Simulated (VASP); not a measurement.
# ZnO (P6_3mc) in VASP: notebook

Runs on ZnO. Level: r2SCAN+rVV10. Tasks: single point, relaxation of cell and atoms.

All numbers are computed with VASP 6.6.1; they aren't measurements. Logs are shortened: lines on timing, memory, paths and dates and some standing lists are left out, and cuts for length are marked.

### Step 1. The cell of the first run

The structure is hexagonal, space group P6_3mc (No. 186). Conventional cell: a = 3.226 Å, b = 3.226 Å, c = 5.195 Å, α = 90.00°, β = 90.00°, γ = 120.00°. Within 2.6 Å of Zn (site symmetry 3m) lie 4 O at 1.96 to 1.97 Å. O (site symmetry 3m) has 4 Zn at 1.96 to 1.97 Å within 2.6 Å.

### Step 2. Single point, r2SCAN+rVV10

POSCAR reads:

```
ZnO
1.0
    3.2255382329      0.0000000000      0.0000000000
   -1.6127691164      2.7933980505      0.0000000000
    0.0000000000      0.0000000000      5.1953950775
Zn O
2 2
Direct
    0.3333333333      0.6666666667      0.0016955598
    0.6666666667      0.3333333333      0.5016955598
    0.3333333333      0.6666666667      0.3813044402
    0.6666666667      0.3333333333      0.8813044402
```

INCAR.step1 reads:

```
PREC = Accurate ; ENCUT = 520
ISMEAR = 0 ; SIGMA = 0.02
LREAL = F ; LASPH = T
NELM = 100 ; NBANDS = 26
GGA = PE ; ALGO = Normal
EDIFF = 1E-4 ; LWAVE = T
LCHARG = F
```

INCAR.step2 reads:

```
PREC = Accurate ; ENCUT = 520
EDIFF = 1E-6 ; ISMEAR = 0
SIGMA = 0.02 ; LREAL = F
LASPH = T ; NELM = 100
ALGO = Normal ; ISIF = 2
LWAVE = F ; LCHARG = T
METAGGA = R2SCAN ; LMIXTAU = T
LUSE_VDW = T ; IVDW_NL = 2
BPARAM = 11.95 ; CPARAM = 0.0093
LELF = T ; LVHAR = T
NBANDS = 26 ; ISTART = 1
```

KPOINTS reads:

```
Automatic mesh
0
Gamma
  9 9 6
```

Potentials or basis: VASP PAW PBE potentials, release 64 (Zn, O).

On the command line:

```
$ cat potpaw_PBE.64/Zn/POTCAR potpaw_PBE.64/O/POTCAR > POTCAR
$ cp INCAR.step1 INCAR
$ mpirun -np 1 vasp_std > vasp.out
$ cp INCAR.step2 INCAR
$ mpirun -np 1 vasp_std > vasp.out
```

OUTCAR:

```text
PREC = Accurate
   ENCUT = 520
   EDIFF = 1E-6
   ISMEAR = 0
   LREAL = F
   LASPH = T
   NELM = 100
   ISIF = 2
   METAGGA = R2SCAN
   IVDW_NL = 2
   BPARAM = 11.95
   ISTART = 1

 ion  position               nearest neighbor table
   1  0.333  0.667  0.002-   4 1.96   4 1.96   4 1.96   3 1.97
   2  0.667  0.333  0.502-   3 1.96   3 1.96   3 1.96   4 1.97
   3  0.333  0.667  0.381-   2 1.96   2 1.96   2 1.96   1 1.97
   4  0.667  0.333  0.881-   1 1.96   1 1.96   1 1.96   2 1.97

  LATTYP: Found a hexagonal cell.
 ALAT       =     3.2255382329
 C/A-ratio  =     1.6107064007

  Lattice vectors:

 A1 = (   3.2255382329,   0.0000000000,   0.0000000000)
 A2 = (  -1.6127691164,   2.7933980505,   0.0000000000)
 A3 = (   0.0000000000,   0.0000000000,   5.1953950775)

Analysis of symmetry for initial positions (statically):
=====================================================================
 Subroutine PRICEL returns:
 Original cell was already a primitive cell.

 Routine SETGRP: Setting up the symmetry group for a
 hexagonal supercell.

 Subroutine GETGRP returns: Found 12 space group operations
 (whereof  6 operations were pure point group operations)
 out of a pool of 24 trial point group operations.

The static configuration has the point symmetry C_3v.
 The point group associated with its full space group is C_6v.

Analysis of symmetry for dynamics (positions and initial velocities):
=====================================================================
 Subroutine PRICEL returns:
 Original cell was already a primitive cell.

 Routine SETGRP: Setting up the symmetry group for a
 hexagonal supercell.

 Subroutine GETGRP returns: Found 12 space group operations
 (whereof  6 operations were pure point group operations)
 out of a pool of 24 trial point group operations.

The dynamic configuration has the point symmetry C_3v.
 The point group associated with its full space group is C_6v.

 Subroutine INISYM returns: Found 12 space group operations
 (whereof  6 operations are pure point group operations),
 and found     1 'primitive' translations

----------------------------------------------------------------------------------------

                                     Primitive cell

  volume of cell :      46.8116

  direct lattice vectors                    reciprocal lattice vectors
     3.225538233  0.000000000  0.000000000     0.310025778  0.178993466  0.000000000
    -1.612769116  2.793398051  0.000000000     0.000000000  0.357986933  0.000000000
     0.000000000  0.000000000  5.195395077     0.000000000  0.000000000  0.192478144

  length of vectors
     3.225538233  3.225538233  5.195395077     0.357986933  0.357986933  0.192478144

  position of ions in fractional coordinates (direct lattice)
     0.333333333  0.666666667  0.001695560
     0.666666667  0.333333333  0.501695560
     0.333333333  0.666666667  0.381304440
     0.666666667  0.333333333  0.881304440

  ion indices of the primitive-cell ions
   primitive index   ion index
                 1           1
                 2           2
                 3           3
                 4           4

----------------------------------------------------------------------------------------

 KPOINTS: Automatic mesh

Automatic generation of k-mesh.
 Grid dimensions read from file:
 generate k-points for:    9    9    6

 Generating k-lattice:

  Cartesian coordinates                     Fractional coordinates (reciprocal lattice)
     0.034447309  0.019888163  0.000000000     0.111111111 -0.000000000  0.000000000
     0.000000000  0.039776326  0.000000000     0.000000000  0.111111111  0.000000000
     0.000000000  0.000000000  0.032079691     0.000000000  0.000000000  0.166666667

  Length of vectors
     0.039776326  0.039776326  0.032079691

  Shift w.r.t. Gamma in fractional coordinates (k-lattice)
     0.000000000  0.000000000  0.000000000

 Subroutine IBZKPT returns following result:
 ===========================================

 Found     48 irreducible k-points:

 Following reciprocal coordinates:
            Coordinates               Weight
  0.000000  0.000000  0.000000      1.000000
  0.111111  0.000000  0.000000      6.000000
  0.222222  0.000000  0.000000      6.000000
  0.333333  0.000000  0.000000      6.000000
  0.444444  0.000000  0.000000      6.000000
  0.111111  0.111111  0.000000      6.000000
[... 16 lines left out ...]
  0.333333  0.222222  0.166667     24.000000
  0.333333  0.333333  0.166667      4.000000
 [... further k-points ...]
   k-points           NKPTS =     48   k-points in BZ     NKDIM =     48   number of bands    NBANDS=     26
   number of dos      NEDOS =    301   number of ions     NIONS =      4
   total plane-waves  NPLWV =  23040
   dimension x,y,z NGX =    24 NGY =   24 NGZ =   40
   dimension x,y,z NGXF=    48 NGYF=   48 NGZF=   80
   ions per type =               2   2
   NGX,Y,Z   is equivalent  to a cutoff of  12.37, 12.37, 12.80 a.u.
[... 37 lines left out ...]
   LHFCALC =     F    Hartree Fock is set to
   AEXX    =    0.0000 exact exchange contribution
   IVDW_NL    =     2    kernel type
   BPARAM     =11.9500
   IVDW    =     0    specifies the selected vdW correction
   LEPSILON=     F    determine dielectric tensor
   LRPA    =     F    only Hartree local field effects (RPA)
 non-spin polarized calculation
 Gauss-broadening in eV      SIGMA  =   0.02
  energy-cutoff  :      520.00
  volume of cell :       46.81
 maximum number of plane-waves:      1290
 NGX is ok and might be reduce to    24
   NGX = 11   NGY = 11   NGZ = 19

 number of electron      36.0000019 magnetization

 Free energy of the ion-electron system (eV)
  ---------------------------------------------------
  ext. energy  EPLUGINS =         0.00000000
  ---------------------------------------------------
  free energy    TOTEN  =       -35.24832030 eV

  energy without entropy =      -35.24832030  energy(sigma->0) =      -35.24832030

 E-fermi :   1.1119     XC(G=0): -11.8216

 val. band max:        0.9895710090   @ k =   0.0000   0.0000   0.0000
 cond. band min:       2.1806869667   @ k =   0.0000   0.0000   0.0000
 fundamental gap:      1.1911159577
 Fermi energy:         1.1118520556

 k-point     1 :       0.0000    0.0000    0.0000
  band No.  band energies     occupation
      1     -18.2404      2.00000
      2     -17.5275      2.00000
      3      -4.9100      2.00000
      4      -4.9100      2.00000
      5      -4.8619      2.00000
      6      -4.8521      2.00000
[... 18 lines left out ...]
     25      16.1447      0.00000
     26      16.1449      0.00000

 k-point     2 :       0.1111    0.0000    0.0000
  band No.  band energies     occupation
      1     -18.1736      2.00000
      2     -17.4978      2.00000
      3      -4.9892      2.00000
      4      -4.8683      2.00000
      5      -4.8100      2.00000
      6      -4.7747      2.00000
[... 18 lines left out ...]
     25      16.1351      0.00000
     26      16.3035      0.00000

 k-point     3 :       0.2222    0.0000    0.0000
  band No.  band energies     occupation
      1     -17.9955      2.00000
      2     -17.4268      2.00000
      3      -5.1411      2.00000
      4      -4.8040      2.00000
      5      -4.7691      2.00000
      6      -4.6593      2.00000
[... 18 lines left out ...]
     25      15.2054      0.00000
     26      16.2223      0.00000

 k-point     4 :       0.3333    0.0000    0.0000
  band No.  band energies     occupation
      1     -17.7695      2.00000
      2     -17.3611      2.00000
      3      -5.2228      2.00000
      4      -4.8554      2.00000
      5      -4.6755      2.00000
      6      -4.4750      2.00000
[... 18 lines left out ...]
     25      15.2733      0.00000
     26      16.0604      0.00000
[... 496 lines left out ...]
      1     -17.6373      2.00000
      2     -17.3616      2.00000
      3      -5.0423      2.00000
      4      -4.9654      2.00000
      5      -4.5908      2.00000
      6      -4.5323      2.00000
[... 18 lines left out ...]
     25      13.6239      0.00000
     26      16.9888      0.00000

 k-point    23 :       0.3333    0.2222    0.1667
  band No.  band energies     occupation
      1     -17.4922      2.00000
      2     -17.3562      2.00000
      3      -4.9854      2.00000
      4      -4.7755      2.00000
      5      -4.6017      2.00000
      6      -4.4180      2.00000
[... 18 lines left out ...]
     25      14.4089      0.00000
     26      16.1152      0.00000

 k-point    24 :       0.3333    0.3333    0.1667
  band No.  band energies     occupation
      1     -17.3985      2.00000
      2     -17.3985      2.00000
      3      -4.9156      2.00000
      4      -4.6302      2.00000
      5      -4.6302      2.00000
      6      -4.3036      2.00000
[... 18 lines left out ...]
     25      15.0379      0.00000
     26      16.4048      0.00000

 [... further k-points ...]

------------------------ aborting loop because EDIFF is reached ----------------------------------------

  FORCE on cell =-STRESS in cart. coord.  units (eV):
  Direction    XX          YY          ZZ          XY          YZ          ZX
  --------------------------------------------------------------------------------------
  -------------------------------------------------------------------------------------
  Total        0.3008144      0.3008144      0.3280889      0.0000000      0.0000000      0.0000000
  in kB       10.2956948     10.2956948     11.2291937      0.0000000      0.0000000      0.0000000
  external PRESSURE =      10.6068611 kB  Pullay stress =       0.0000000 kB

 VOLUME and BASIS-vectors are now :
 -----------------------------------------------------------------------------
  energy-cutoff  :      520.00
  volume of cell :       46.81
      direct lattice vectors                 reciprocal lattice vectors
     3.225538233  0.000000000  0.000000000     0.310025778  0.178993466  0.000000000
    -1.612769116  2.793398051  0.000000000     0.000000000  0.357986933  0.000000000
     0.000000000  0.000000000  5.195395077     0.000000000  0.000000000  0.192478144

 POSITION                                       TOTAL-FORCE (eV/Angst)
 -----------------------------------------------------------------------------------
     -0.00000      1.86227      0.00881        -0.000000     -0.000000     -0.008922
      1.61277      0.93113      2.60651         0.000000      0.000000     -0.008922
     -0.00000      1.86227      1.98103         0.000000     -0.000000      0.008922
      1.61277      0.93113      4.57872         0.000000     -0.000000      0.008922
 -----------------------------------------------------------------------------------
    total drift:                                0.000000      0.000001     -0.075526

  FREE ENERGIE OF THE ION-ELECTRON SYSTEM (eV)
  ---------------------------------------------------
  free  energy   TOTEN  =       -35.2483203026 eV

  energy  without entropy=      -35.2483203026  energy(sigma->0) =      -35.24832030
```

It took 2.1 min on 1 thread of AMD EPYC 9R45 (Zen 5), shared host; peak memory 0.27 GiB.

What came out:

```
Free energy            : -35.2483 eV
Pressure               : 1.1 GPa
Largest force          : 0.009 eV/Å
Band gap on the k mesh : 1.19 eV
```

Forces in eV/Å, atoms in the order of the input:
```
Zn   0.000  0.000 -0.009
Zn   0.000  0.000 -0.009
O    0.000  0.000  0.009
O    0.000  0.000  0.009
```

Stress tensor (GPa, compression positive):
```
1.03 0.00 0.00
0.00 1.03 0.00
0.00 0.00 1.12
```

Levels at points of the mesh, in eV from the valence-band top:
```tsv
k point	band 15	band 16	band 17	band 18	band 19	band 20	band 21	band 22
(0.00, 0.00, 0.00)	-0.83	-0.10	0.00	0.00	1.19	5.87	8.81	13.74
(0.00, 0.00, 0.50)	-0.41	-0.41	-0.41	-0.41	3.91	3.91	10.82	10.82
```

Caveat: the PAW data sets were made with another functional, which shifts forces and pressure a little. r2SCAN opens gaps a little over a GGA but as a rule still falls short of measured ones.

### Step 3. Relaxation of cell and atoms, r2SCAN+rVV10

This run uses another cell than the first one, of 11.90 Å³/atom.

POSCAR reads:

```
ZnO
1.0
    3.2494000000      0.0000000000      0.0000000000
   -1.6247000000      2.8140629500      0.0000000000
    0.0000000000      0.0000000000      5.2038000000
Zn O
2 2
Direct
    0.3333333300      0.6666666700      0.0000000000
    0.6666666700      0.3333333300      0.5000000000
    0.3333333300      0.6666666700      0.3830000000
    0.6666666700      0.3333333300      0.8830000000
```

INCAR.step1 reads:

```
SYSTEM = ZnO
PREC = Accurate
ENCUT = 600
ISMEAR = 0
SIGMA = 0.02
LREAL = .False.
LASPH = .True.
NELM = 100
GGA = PE
ALGO = Normal
EDIFF = 1E-4
LWAVE = .True.
LCHARG = .False.
```

INCAR.step2 reads:

```
SYSTEM = ZnO
PREC = Accurate
ENCUT = 600
EDIFF = 1E-6
ISMEAR = 0
SIGMA = 0.02
LREAL = .False.
LASPH = .True.
NELM = 100
ALGO = Normal
ISIF = 3
LWAVE = .False.
LCHARG = .False.
METAGGA = R2SCAN
LMIXTAU = .True.
LUSE_VDW = .True.
IVDW_NL = 2
BPARAM = 11.95
CPARAM = 0.0093
IBRION = 2
NSW = 100
EDIFFG = -0.002
ISTART = 1
```

KPOINTS reads:

```
Automatic mesh
0
Gamma
  9 9 6
  0 0 0
```

Potentials or basis: VASP PAW PBE potentials, release 64 (Zn, O).

On the command line:

```
$ cat potpaw_PBE.64/Zn/POTCAR potpaw_PBE.64/O/POTCAR > POTCAR
$ cp INCAR.step1 INCAR
$ mpirun -np 1 vasp_std > vasp.out
$ cp INCAR.step2 INCAR
$ mpirun -np 1 vasp_std > vasp.out
```

Run time: 25 min. Hardware: 1 thread of AMD EPYC 9R45 (Zen 5), shared host; peak memory 0.32 GiB.

It converged, with:

| Item | Value |
| --- | --- |
| Free energy | -35.2580 eV |
| Relaxed volume | 11.77 Å³/atom |
| Relaxed cell | a = 3.228 Å, b = 3.228 Å, c = 5.216 Å, α = 90.00°, β = 90.00°, γ = 120.00° |
| Space group after relaxing (to 0.1 Å) | P6_3mc (No. 186) |
| Energy gained by relaxing | 1.1 meV/atom |
| Ionic steps | 16 |
| Pressure after relaxing | 0.0 GPa |
| Band gap on the k mesh | 1.18 eV |

The path:
```
step  energy change (eV)  largest force (eV/Å)  pressure (GPa)  volume (Å³)
   1              0.0000                0.0673           -1.65        47.58
   2             -0.0030                0.0102            1.05        46.75
   3             -0.0037                0.0278            0.22        46.98
   4             -0.0037                0.0313            0.07        47.03
   5             -0.0039                0.0198            0.03        47.05
   6             -0.0041                0.0163           -0.05        47.08
   7             -0.0043                0.0123           -0.05        47.08
   8             -0.0045                0.0014           -0.04        47.08
   9             -0.0043                0.0178           -0.03        47.08
  10             -0.0045                0.0039           -0.03        47.08
  11             -0.0045                0.0048           -0.02        47.08
  12             -0.0045                0.0114           -0.04        47.08
  13             -0.0045                0.0071           -0.03        47.08
  14             -0.0045                0.0059           -0.03        47.08
  15             -0.0045                0.0052           -0.03        47.08
  16             -0.0046                0.0019           -0.01        47.07
```

Final structure:
```
CELL_PARAMETERS angstrom
3.22819 0.00000 0.00000
-1.61410 2.79569 0.00000
0.00000 0.00000 5.21557
ATOMIC_POSITIONS crystal
Zn 0.33333 0.66667 0.00224
Zn 0.66667 0.33333 0.50224
O 0.33333 0.66667 0.38076
O 0.66667 0.33333 0.88076
```

Levels at points of the mesh, in eV from the valence-band top:
```
           k point  band 15  band 16  band 17  band 18  band 19  band 20  band 21  band 22
(0.00, 0.00, 0.00)    -0.82    -0.10     0.00     0.00     1.18     5.86     8.76    13.74
(0.00, 0.00, 0.50)    -0.41    -0.41    -0.41    -0.41     3.90     3.90    10.78    10.78
```

Caveat: the PAW data sets were made with another functional, which shifts forces and pressure a little. r2SCAN opens gaps a little over a GGA but as a rule still falls short of measured ones.

### Step 4. Single point, r2SCAN+rVV10

This run uses another cell than the first one, of 11.90 Å³/atom.

POSCAR is that of step 3.

INCAR.step1 reads:

```
SYSTEM = ZnO
ALGO = Normal
EDIFF = 1E-4
ENCUT = 520
GGA = PE
ISMEAR = 0
LASPH = .TRUE.
LCHARG = .FALSE.
LREAL = .FALSE.
LWAVE = .TRUE.
NBANDS = 26
NELM = 100
PREC = Accurate
SIGMA = 0.1
```

INCAR.step2 reads:

```
SYSTEM = ZnO
ALGO = Normal
BPARAM = 11.95
CPARAM = 0.0093
EDIFF = 1E-6
ENCUT = 520
ISIF = 2
ISMEAR = 0
ISTART = 1
IVDW_NL = 2
LASPH = .TRUE.
LCHARG = .FALSE.
LMIXTAU = .TRUE.
LREAL = .FALSE.
LUSE_VDW = .TRUE.
LWAVE = .FALSE.
METAGGA = R2SCAN
NBANDS = 26
NELM = 100
PREC = Accurate
SIGMA = 0.1
```

KPOINTS reads:

```
k-points
0
G
  6 6 4
  0 0 0
```

On the command line:

```
$ cat potpaw_PBE.64/Zn/POTCAR potpaw_PBE.64/O/POTCAR > POTCAR
$ cp INCAR.step1 INCAR
$ mpirun -np 1 vasp_std > vasp.out
$ cp INCAR.step2 INCAR
$ mpirun -np 1 vasp_std > vasp.out
```

It took 62 s on 1 thread of AMD EPYC 9R45 (Zen 5), shared host; peak memory 0.25 GiB.

Results (log left out):

```yaml
Free_energy: -35.2454 eV
Pressure: -1.4 GPa
Largest_force: 0.050 eV/Å
Band_gap_on_the_k_mesh: 1.17 eV
```

Forces on the atoms (eV/Å):
```
Zn   0.000  0.000  0.050
Zn   0.000  0.000  0.050
O    0.000  0.000 -0.050
O    0.000  0.000 -0.050
```

Stress tensor (GPa, compression positive):
```
-1.36  0.00  0.00
 0.00 -1.36  0.00
 0.00  0.00 -1.45
```

Levels at points of the mesh, in eV from the valence-band top:
```
           k point  band 14  band 15  band 16  band 17  band 18  band 19  band 20  band 21  band 22  band 23
(0.00, 0.00, 0.00)    -0.79    -0.79    -0.11     0.00     0.00     1.17     5.77     8.79    13.59    13.59
(0.50, 0.00, 0.00)    -3.62    -2.84    -2.32    -1.28    -0.89     6.36     7.27     8.06     9.21    11.30
(0.00, 0.00, 0.50)    -2.23    -0.39    -0.39    -0.39    -0.39     3.88     3.88    10.77    10.77    13.89
(0.50, 0.00, 0.50)    -3.78    -1.56    -1.56    -1.37    -1.37     6.19     6.19     9.11     9.11    11.88
```

Caveat: the PAW data sets were made with another functional, which shifts forces and pressure a little. r2SCAN opens gaps a little over a GGA but as a rule still falls short of measured ones.

### Step 5. Summary

```csv
task,cell,k mesh,cutoff (eV),smearing,gap on the mesh (eV),pressure (GPa),largest force (eV/Å)
single point,"a = 3.226, b = 3.226, c = 5.195 Å, angles 90.0, 90.0, 120.0°, 4 atoms, atomic positions A",9 × 9 × 6,520,gaussian 0.02 eV,1.19,1.1,0.01
relaxation of cell and atoms,"relaxed from a = 3.249, b = 3.249, c = 5.204 Å, angles 90.0, 90.0, 120.0°, 4 atoms, atomic positions B",9 × 9 × 6,600,gaussian 0.02 eV,1.18,0.0,-
single point,"a = 3.249, b = 3.249, c = 5.204 Å, angles 90.0, 90.0, 120.0°, 4 atoms, atomic positions B",6 × 6 × 4,520,gaussian 0.1 eV,1.17,-1.4,0.05
```

Alike in all rows: level r2SCAN+rVV10; potentials or basis VASP PAW PBE potentials, release 64 (Zn, O); no spin polarisation.

Caveats: the PAW data sets were made with another functional, which shifts forces and pressure a little.

Total energies depend on the potentials used, so only differences within one code and one set of settings carry meaning.
